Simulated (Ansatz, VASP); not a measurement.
SrTiO3 in VASP and in Ansatz

Contents of POSCAR:

```
SrTiO3
1.0
    3.8673804099      0.0000000000      0.0000000000
    0.0000000000      3.8673804099      0.0000000000
    0.0000000000      0.0000000000      3.8673804099
Sr Ti O
1 1 3
Direct
    0.5000000000      0.5000000000      0.5000000000
    0.0000000000      0.0000000000      0.0000000000
    0.5000000000      0.0000000000      0.0000000000
    0.0000000000      0.5000000000      0.0000000000
    0.0000000000      0.0000000000      0.5000000000
```

File INCAR.step1:

```
SYSTEM = SrTiO3
PREC     = Accurate       ! precision mode
ENCUT    = 520            ! plane-wave cutoff, eV
ISMEAR   = 0              ! smearing method
SIGMA    = 0.02           ! smearing width, eV
LREAL    = .False.        ! projectors in reciprocal space
LASPH    = .True.         ! aspherical terms in the spheres
NELM     = 60             ! most SCF steps
NBANDS   = 28             ! bands
GGA      = PE             ! functional
ALGO     = Normal         ! electronic algorithm
EDIFF    = 1E-4           ! SCF threshold, eV
LWAVE    = .True.         ! write WAVECAR
LCHARG   = .False.        ! write CHGCAR
```

File INCAR.step2:

```
SYSTEM = SrTiO3
PREC     = Accurate       ! precision mode
ENCUT    = 520            ! plane-wave cutoff, eV
EDIFF    = 1E-6           ! SCF threshold, eV
ISMEAR   = 0              ! smearing method
SIGMA    = 0.02           ! smearing width, eV
LREAL    = .False.        ! projectors in reciprocal space
LASPH    = .True.         ! aspherical terms in the spheres
NELM     = 60             ! most SCF steps
ALGO     = Normal         ! electronic algorithm
ISIF     = 2              ! what is computed and relaxed
LWAVE    = .False.        ! write WAVECAR
LCHARG   = .False.        ! write CHGCAR
METAGGA  = R2SCAN         ! meta-GGA
LMIXTAU  = .True.       
NBANDS   = 28             ! bands
ISTART   = 1
```

Contents of KPOINTS:

```
regular mesh
0
Gamma
  8 8 8
  0 0 0
```

Input for Ansatz:

```yaml
crystal:
  lattice:
    - [3.8673804099, 0.0, 0.0]
    - [0.0, 3.8673804099, 0.0]
    - [0.0, 0.0, 3.8673804099]
  atoms:
    - { symbol: Sr, position: [0.5, 0.5, 0.5] }
    - { symbol: Ti, position: [0.0, 0.0, 0.0] }
    - { symbol: O, position: [0.5, 0.0, 0.0] }
    - { symbol: O, position: [0.0, 0.5, 0.0] }
    - { symbol: O, position: [0.0, 0.0, 0.5] }
basis:
  ecutwfc: 500
kpoints:
  mp_grid: { grid: [8, 8, 8] }
hamiltonian:
  xc: r2scan
scf:
  occupations: { method: gaussian, width: 0.02 }
output:
  forces: true
  stress: true
  eigenvalues: true
```

Alike in both runs: task single point; functional r2SCAN; k mesh 8 × 8 × 8; occupations gaussian, width 0.02 eV; no spin polarisation.

|  | VASP | Ansatz |
| --- | --- | --- |
| version | VASP 6.6.1 | Ansatz 0.2.0 |
| potentials or method | VASP PAW PBE potentials, release 64 (Sr_sv, Ti_sv, O), cutoff 520 eV | scalar-relativistic, plane waves, PAW |
| valence electrons in the cell | 40 | 40 |

|  | VASP | Ansatz | Ansatz less VASP |
| --- | --- | --- | --- |
| gap on the k mesh at the Fermi level (eV) | 2.34 | 2.33 | -0.010 |
| least direct gap on the mesh (eV) | 2.71 | 2.68 | -0.029 |
| pressure (GPa) | 7.2 | 6.2 | -1.01 |

VASP's potentials were made for PBE, not for r2SCAN. With one functional, cell and mesh, what is left measures potentials, basis and numerics.
